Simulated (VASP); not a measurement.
# ZrC (Fm-3m) in VASP: further runs

ZrC is run at these levels: r2SCAN, r2SCAN+D3(BJ); tasks: single point.

Everything below comes from runs of VASP 6.6.1. Logs are shortened: lines on timing, memory, paths and dates and some standing lists are left out, and cuts for length are marked.

### 1 The cell of the first run

The structure is cubic, space group Fm-3m (No. 225). Conventional cell: a = 4.712 Å, b = 4.712 Å, c = 4.712 Å, α = 90.00°, β = 90.00°, γ = 90.00°. Zr (site symmetry m-3m) has 6 C at 2.36 Å within 3.1 Å. C (site symmetry m-3m) has 6 Zr at 2.36 Å within 3.1 Å.

### 2 Single point, r2SCAN (13.08 Å³/atom)

POSCAR reads:

```
ZrC
1.0
    0.0000000000      2.3558751196      2.3558751196
    2.3558751196      0.0000000000      2.3558751196
    2.3558751196      2.3558751196      0.0000000000
Zr C
1 1
Direct
    0.5000000000      0.5000000000      0.5000000000
    0.0000000000      0.0000000000      0.0000000000
```

INCAR.step1 reads:

```
  PREC = Accurate
  ENCUT = 660
  ISMEAR = 0
  SIGMA = 0.05
  LREAL = False
  LASPH = True
  NELM = 120
  NBANDS = 15
  GGA = PE
  ALGO = Normal
  EDIFF = 1E-5
  LWAVE = True
  LCHARG = False
  GGA_COMPAT = False
```

INCAR.step2 reads:

```
  PREC = Accurate
  ENCUT = 660
  EDIFF = 1E-6
  ISMEAR = 0
  SIGMA = 0.05
  LREAL = False
  LASPH = True
  NELM = 120
  ALGO = Normal
  ISIF = 2
  LWAVE = False
  LCHARG = False
  METAGGA = R2SCAN
  LMIXTAU = True
  NBANDS = 15
  ISTART = 1
  GGA_COMPAT = False
```

KPOINTS reads:

```
Automatic mesh
0
Gamma
  12 12 12
```

Potentials or basis: VASP PAW PBE potentials, release 64 (Zr_sv, C).

The run is started by

```bash
> cat potpaw_PBE.64/Zr_sv/POTCAR potpaw_PBE.64/C/POTCAR > POTCAR
> cp INCAR.step1 INCAR
> mpirun -np 1 vasp_std > vasp.out
> cp INCAR.step2 INCAR
> mpirun -np 1 vasp_std > vasp.out
```

OUTCAR:

```text
PREC = Accurate
   ENCUT = 660
   EDIFF = 1E-6
   ISMEAR = 0
   LREAL = False
   LASPH = True
   NELM = 120
   ISIF = 2
   METAGGA = R2SCAN
   ISTART = 1

 ion  position               nearest neighbor table
   1  0.500  0.500  0.500-   2 2.36   2 2.36   2 2.36   2 2.36   2 2.36   2 2.36
   2  0.000  0.000  0.000-   1 2.36   1 2.36   1 2.36   1 2.36   1 2.36   1 2.36

  LATTYP: Found a face centered cubic cell.
 ALAT       =     4.7117502392

  Lattice vectors:

 A1 = (   0.0000000000,   2.3558751196,   2.3558751196)
 A2 = (   2.3558751196,   0.0000000000,   2.3558751196)
 A3 = (   2.3558751196,   2.3558751196,   0.0000000000)

Analysis of symmetry for initial positions (statically):
=====================================================================
 Subroutine PRICEL returns:
 Original cell was already a primitive cell.

 Routine SETGRP: Setting up the symmetry group for a
 face centered cubic supercell.

 Subroutine GETGRP returns: Found 48 space group operations
 (whereof 48 operations were pure point group operations)
 out of a pool of 48 trial point group operations.

The static configuration has the point symmetry O_h .

Analysis of symmetry for dynamics (positions and initial velocities):
=====================================================================
 Subroutine PRICEL returns:
 Original cell was already a primitive cell.

 Routine SETGRP: Setting up the symmetry group for a
 face centered cubic supercell.

 Subroutine GETGRP returns: Found 48 space group operations
 (whereof 48 operations were pure point group operations)
 out of a pool of 48 trial point group operations.

The dynamic configuration has the point symmetry O_h .

 Subroutine INISYM returns: Found 48 space group operations
 (whereof 48 operations are pure point group operations),
 and found     1 'primitive' translations

----------------------------------------------------------------------------------------

                                     Primitive cell

  volume of cell :      26.1509

  direct lattice vectors                    reciprocal lattice vectors
     0.000000000  2.355875120  2.355875120    -0.212235358  0.212235358  0.212235358
     2.355875120  0.000000000  2.355875120     0.212235358 -0.212235358  0.212235358
     2.355875120  2.355875120  0.000000000     0.212235358  0.212235358 -0.212235358

  length of vectors
     3.331710545  3.331710545  3.331710545     0.367602424  0.367602424  0.367602424

  position of ions in fractional coordinates (direct lattice)
     0.500000000  0.500000000  0.500000000
[... 83 lines left out ...]
   NFREE  =      0    steps in history (QN), initial steepest desc. (CG)
   ISIF   =      2    stress and relaxation
   ISYM   =      2    0-nonsym 1-usesym 2-fastsym
   POTIM  = 0.5000    time-step for ionic-motion
   TEBEG  =    0.0;   TEEND  =   0.0 temperature during run
   PSTRESS=    0.0 pullay stress
   NELECT =      16.0000    total number of electrons
   NUPDOWN=      -1.0000    fix difference up-down
   EMIN   =  10.00;   EMAX   =-10.00  energy-range for DOS
   EFERMI =   0.00;   METHOD = LEGACY
   ISMEAR =     0;   SIGMA  =   0.05  broadening in eV -4-tet -1-fermi 0-gaus
   EFERMI_NEDOS =   21; number of points for ismear=-14 and -15
   IALGO  =     38    algorithm
   IMIX   =      4    mixing-type and parameters
     AMIX     =   0.40;   BMIX     =  1.00
     AMIX_MAG =   1.60;   BMIX_MAG =  1.00
  volume/ion in A,a.u.               =      13.08        88.24
  Fermi-wavevector in a.u.,A,eV,Ry     =   1.389801  2.626343 26.280283  1.931546
  Thomas-Fermi vector in A             =   2.513797
   LORBIT       =      0    0 simple, 1 ext, 2 COOP (PROOUT), +10 PAW based schemes
   METAGGA = R2SCAN    functional components
   LHFCALC =     F    Hartree Fock is set to
   AEXX    =    0.0000 exact exchange contribution
   IVDW    =     0    specifies the selected vdW correction
   LEPSILON=     F    determine dielectric tensor
   LRPA    =     F    only Hartree local field effects (RPA)
 non-spin polarized calculation
 Gauss-broadening in eV      SIGMA  =   0.05
  energy-cutoff  :      660.00
  volume of cell :       26.15
 maximum number of plane-waves:      1036
   NGX = 13   NGY = 13   NGZ = 13

 number of electron      16.0000000 magnetization

 Free energy of the ion-electron system (eV)
  ---------------------------------------------------
  ext. energy  EPLUGINS =         0.00000000
  ---------------------------------------------------
  free energy    TOTEN  =       -34.72493553 eV

  energy without entropy =      -34.72439885  energy(sigma->0) =      -34.72466719

 E-fermi :   9.6696     XC(G=0): -12.9024

 val. band max:        9.5630147468   @ k =   0.5000   0.5000   0.0000
 cond. band min:       9.6885372658   @ k =   0.0833   0.0000   0.0000
 fundamental gap:      0.1255225189
 Fermi energy:         9.6696140967

 k-point     1 :       0.0000    0.0000    0.0000
  band No.  band energies     occupation
      1     -40.2906      2.00000
      2     -17.2969      2.00000
      3     -17.2969      2.00000
      4     -17.2969      2.00000
      5      -2.4463      2.00000
      6      10.4877      0.00000
      7      10.4877      0.00000
      8      10.4877      0.00000
      9      10.8755      0.00000
     10      10.8755      0.00000
     11      10.8755      0.00000
     12      12.5078      0.00000
     13      12.5078      0.00000
     14      17.4295      0.00000
[... 401 lines left out ...]
      2     -18.0709      2.00000
      3     -17.5280      2.00000
      4     -17.4037      2.00000
      5       0.1819      2.00000
      6       4.7674      2.00000
      7       6.7733      2.00000
      8       6.8400      2.00000
      9      13.5135      0.00000
     10      14.0894      0.00000
     11      14.7181      0.00000
     12      17.9226      0.00000
     13      19.4082      0.00000
     14      19.6590      0.00000
     15      23.6114      0.00000

 [... further k-points ...]
[... 5 lines left out ...]
  --------------------------------------------------------------------------------------
  -------------------------------------------------------------------------------------
  Total        0.0174580      0.0174580      0.0174580      0.0000000      0.0000000      0.0000000
  in kB        1.0695927      1.0695927      1.0695927      0.0000000      0.0000000      0.0000000
  external PRESSURE =       1.0695927 kB  Pullay stress =       0.0000000 kB

 VOLUME and BASIS-vectors are now :
 -----------------------------------------------------------------------------
  energy-cutoff  :      660.00
  volume of cell :       26.15
      direct lattice vectors                 reciprocal lattice vectors
     0.000000000  2.355875120  2.355875120    -0.212235358  0.212235358  0.212235358
     2.355875120  0.000000000  2.355875120     0.212235358 -0.212235358  0.212235358
     2.355875120  2.355875120  0.000000000     0.212235358  0.212235358 -0.212235358

 POSITION                                       TOTAL-FORCE (eV/Angst)
 -----------------------------------------------------------------------------------
      2.35588      2.35588      2.35588         0.000000     -0.000000     -0.000000
      0.00000      0.00000      0.00000        -0.000000      0.000000      0.000000
 -----------------------------------------------------------------------------------
    total drift:                                0.000000      0.000000      0.000000

  FREE ENERGIE OF THE ION-ELECTRON SYSTEM (eV)
  ---------------------------------------------------
  free  energy   TOTEN  =       -34.7249355270 eV

  energy  without entropy=      -34.7243988535  energy(sigma->0) =      -34.72466719
```

OSZICAR.step1:

```text
N       E                     dE             d eps       ncg     rms          rms(c)
DAV:   1     0.116523242391E+03    0.11652E+03   -0.97651E+03  2160   0.129E+03
DAV:   2    -0.159403092778E+02   -0.13246E+03   -0.12283E+03  2748   0.312E+02
DAV:   3    -0.228314369770E+02   -0.68911E+01   -0.68403E+01  3671   0.609E+01
DAV:   4    -0.229422621728E+02   -0.11083E+00   -0.11075E+00  2554   0.580E+00
DAV:   5    -0.229436920639E+02   -0.14299E-02   -0.14299E-02  2874   0.524E-01    0.201E+01
DAV:   6    -0.195835240803E+02    0.33602E+01   -0.64190E+00  2537   0.227E+01    0.694E+00
DAV:   7    -0.194785568270E+02    0.10497E+00   -0.64290E-01  2478   0.600E+00    0.606E+00
DAV:   8    -0.195025052321E+02   -0.23948E-01   -0.35090E-01  2603   0.465E+00    0.516E+00
DAV:   9    -0.194640730491E+02    0.38432E-01   -0.65068E-02  2349   0.189E+00    0.942E-01
DAV:  10    -0.194628875875E+02    0.11855E-02   -0.64626E-03  2825   0.655E-01    0.814E-02
DAV:  11    -0.194628846236E+02    0.29638E-05   -0.17912E-04  2357   0.125E-01    0.533E-02
DAV:  12    -0.194628780813E+02    0.65423E-05   -0.37332E-06  1661   0.174E-02
   1 F= -.19462878E+02 E0= -.19462524E+02  d E =-.709081E-03
```

It took 73 s on 1 thread of Intel Xeon 6975P-C (Granite Rapids), shared host; peak memory 0.19 GiB.

Results:

* Free energy: -34.7249 eV
* Pressure: 0.1 GPa
* Band gap on the k mesh: zero (bands 8 and 9 overlap by 1.32 eV)

Caveat: the PAW data sets were made with another functional, which shifts forces and pressure a little.

### 3 Single point, r2SCAN+D3(BJ)

POSCAR is that of step 2.

INCAR.step1 reads:

```
ALGO     = Normal         # electronic algorithm
EDIFF    = 1E-5           # SCF threshold, eV
ENCUT    = 660            # plane-wave cutoff, eV
GGA      = PE             # functional
GGA_COMPAT= F            
ISMEAR   = -4             # smearing method
LASPH    = T              # aspherical terms in the spheres
LCHARG   = F              # write CHGCAR
LREAL    = F              # projectors in reciprocal space
LWAVE    = T              # write WAVECAR
NBANDS   = 15             # bands
NELM     = 120            # most SCF steps
PREC     = Accurate       # precision mode
SIGMA    = 0.1            # smearing width, eV
```

INCAR.step2 reads:

```
ALGO     = Normal         # electronic algorithm
EDIFF    = 1E-6           # SCF threshold, eV
ENCUT    = 660            # plane-wave cutoff, eV
GGA_COMPAT= F            
ISIF     = 2              # what is computed and relaxed
ISMEAR   = -4             # smearing method
ISTART   = 1            
IVDW     = 12             # dispersion correction
LASPH    = T              # aspherical terms in the spheres
LCHARG   = T              # write CHGCAR
LELF     = T              # ELF
LMIXTAU  = T            
LREAL    = F              # projectors in reciprocal space
LVHAR    = T            
LWAVE    = F              # write WAVECAR
METAGGA  = R2SCAN         # meta-GGA
NBANDS   = 15             # bands
NELM     = 120            # most SCF steps
PREC     = Accurate       # precision mode
SIGMA    = 0.1            # smearing width, eV
VDW_A1   = 0.49484001   
VDW_A2   = 5.73083694   
VDW_S6   = 1.0          
VDW_S8   = 0.78981345
```

KPOINTS reads:

```
k-points
0
Gamma
  12 12 12
```

Potentials or basis: VASP PAW PBE potentials, release 64 (Zr_sv, C).

The run is started by

```bash
> cat potpaw_PBE.64/Zr_sv/POTCAR potpaw_PBE.64/C/POTCAR > POTCAR
> cp INCAR.step1 INCAR
> mpirun -np 1 vasp_std > vasp.out
> cp INCAR.step2 INCAR
> mpirun -np 1 vasp_std > vasp.out
```

Wall time 73 s (1 thread of Intel Xeon 6975P-C (Granite Rapids), shared host); peak memory 0.2 GiB.

The run converged. Its results:

```
Free energy                : -35.0940 eV
Pressure                   : -2.3 GPa
Band gap on the k mesh     : zero (bands 8 and 9 overlap by 1.32 eV)
Dispersion energy per atom : -0.189 eV
```

Levels at points of the mesh, in eV from the Fermi level:
```csv
k point,band 5,band 6,band 7,band 8,band 9,band 10,band 11,band 12
"(0.00, 0.00, 0.00)",-12.06,0.87,0.87,0.87,1.26,1.26,1.26,2.90
"(0.50, 0.00, 0.00)",-8.99,-5.49,-3.13,-3.13,4.72,4.72,5.62,6.89
"(0.50, 0.50, 0.00)",-10.92,-2.27,-1.66,-0.05,-0.05,4.53,5.88,5.88
```

Caveat: the PAW data sets were made with another functional, which shifts forces and pressure a little.
